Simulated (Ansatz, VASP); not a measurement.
## ZrB: VASP beside Ansatz

Contents of INCAR:

```
SYSTEM = ZrB
PREC = Accurate ; ENCUT = 520
EDIFF = 1E-7 ; ISMEAR = 0
SIGMA = 0.15 ; LREAL = .FALSE.
LASPH = .TRUE. ; NELM = 60
ALGO = Normal ; ISIF = 2
LWAVE = .FALSE. ; LCHARG = .FALSE.
NBANDS = 14
```

The input KPOINTS:

```
Automatic mesh
0
G
  18 18 18
  0 0 0
```

File POSCAR:

```
ZrB
1.0
    0.0000000000      2.5804759994      2.2855275927
    2.5804759994      0.0000000000      2.2855275927
    2.5804759994      2.5804759994      0.0000000000
Zr B
1 1
Direct
    0.0000000000      0.0000000000      0.0000000000
    0.5000000000      0.5000000000      0.5000000000
```

Input for Ansatz:

```yaml
crystal:
  lattice:
    - [0.0, 2.5804759994, 2.2855275927]
    - [2.5804759994, 0.0, 2.2855275927]
    - [2.5804759994, 2.5804759994, 0.0]
  atoms:
    - { symbol: Zr, position: [0.0, 0.0, 0.0] }
    - { symbol: B, position: [0.5, 0.5, 0.5] }
basis:
  ecutwfc: 520.0
kpoints:
  mp_grid: { grid: [18, 18, 18] }
hamiltonian:
  xc: lda
scf:
  occupations: { method: gaussian, width: 0.15 }
output:
  forces: true
  stress: true
  eigenvalues: true
```

Alike in both runs: task single point; functional LDA; k mesh 18 × 18 × 18; occupations gaussian, width 0.15 eV; no spin polarisation.

```csv
,VASP,Ansatz
version,VASP 6.6.1,Ansatz 0.2.0
potentials or method,"VASP PAW LDA potentials, release 64 (Zr_sv, B), cutoff 520 eV","scalar-relativistic, plane waves, PAW"
valence electrons in the cell,15,15
```

VASP gave:

```
gap on the k mesh at the Fermi level (eV)                     : none
pressure (GPa)                                                : -8.2
traceless stress, the component that is largest in VASP (GPa) : 21.33
```

**Question.** What did Ansatz give for the same quantities?

**Answer.** gap on the k mesh at the Fermi level (eV): none; pressure (GPa): -8.4; traceless stress, the component that is largest in VASP (GPa): 21.26.

LDA's correlation is that of Perdew and Zunger in VASP and of Perdew and Wang (1992) in Ansatz. A gap of «none» marks a metal or a gap that the smearing closes.
